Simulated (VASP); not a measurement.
A run of VASP 6.6.1 is set up as follows.

File INCAR:

```
PREC = Accurate ; ENCUT = 600
EDIFF = 1E-7 ; ISMEAR = 0
SIGMA = 0.02 ; LREAL = F
LASPH = T ; NELM = 80
ALGO = Normal ; ISIF = 3
LWAVE = F ; LCHARG = F
GGA = PS ; IBRION = 2
NSW = 100 ; EDIFFG = -0.005
```

Contents of KPOINTS:

```
regular mesh
0
Gamma
  8 8 6
```

The input POSCAR:

```
Mg2C3
1.0
    2.4155000000     -2.3500000000      0.0000000000
    2.4155000000      2.3500000000      0.0000000000
   -1.2270700000      0.0000000000      4.8332800000
Mg C
2 3
Direct
    0.8087000000      0.8087000000      0.2011000000
    0.1913000000      0.1913000000      0.7989000000
    0.2989000000      0.2989000000      0.2615000000
    0.7011000000      0.7011000000      0.7385000000
    0.5000000000      0.5000000000      0.5000000000
```

Potentials or basis: VASP PAW PBE potentials, release 64 (Mg, C).

Launch:

```sh
$ cat potpaw_PBE.64/Mg/POTCAR potpaw_PBE.64/C/POTCAR > POTCAR
$ mpirun -np 1 vasp_std > vasp.out
```

**Question.** What does it give for the relaxed cell?

**Answer.** a = 3.340 Å, b = 3.340 Å, c = 4.971 Å, α = 99.98°, β = 99.98°, γ = 88.24°.

**Question.** Estimate the band gap on the k mesh.

**Answer.** 1.70 eV (least direct gap 2.41 eV).

**Question.** What does it give for the relaxed volume?

**Answer.** 10.76 Å³/atom.

**Question.** What does it give for the space group after relaxing (to 0.1 Å)?

**Answer.** C2/m (No. 12).

Step by step:
```csv
step,energy change (eV),largest force (eV/Å),pressure (GPa),volume (Å³)
1,0.0000,0.4193,-2.85,54.87
2,0.0376,1.7097,4.48,53.34
3,-0.0068,0.1423,-0.90,54.43
4,-0.0119,0.0589,0.12,53.70
5,-0.0119,0.0542,0.09,53.71
6,-0.0121,0.0307,0.20,53.71
7,-0.0121,0.0309,0.20,53.71
8,-0.0121,0.0212,-0.04,53.76
9,-0.0122,0.0083,0.04,53.75
10,-0.0122,0.0078,0.02,53.76
11,-0.0122,0.0137,-0.03,53.79
12,-0.0122,0.0060,-0.05,53.80
13,-0.0122,0.0108,-0.07,53.80
14,-0.0122,0.0098,-0.06,53.80
15,-0.0122,0.0067,-0.03,53.79
16,-0.0122,0.0056,0.05,53.77
17,-0.0122,0.0054,-0.01,53.78
18,-0.0122,0.0028,0.00,53.78
```

Caveat: the PAW data sets were made with another functional, which shifts forces and pressure a little. A k mesh can miss the band edges.
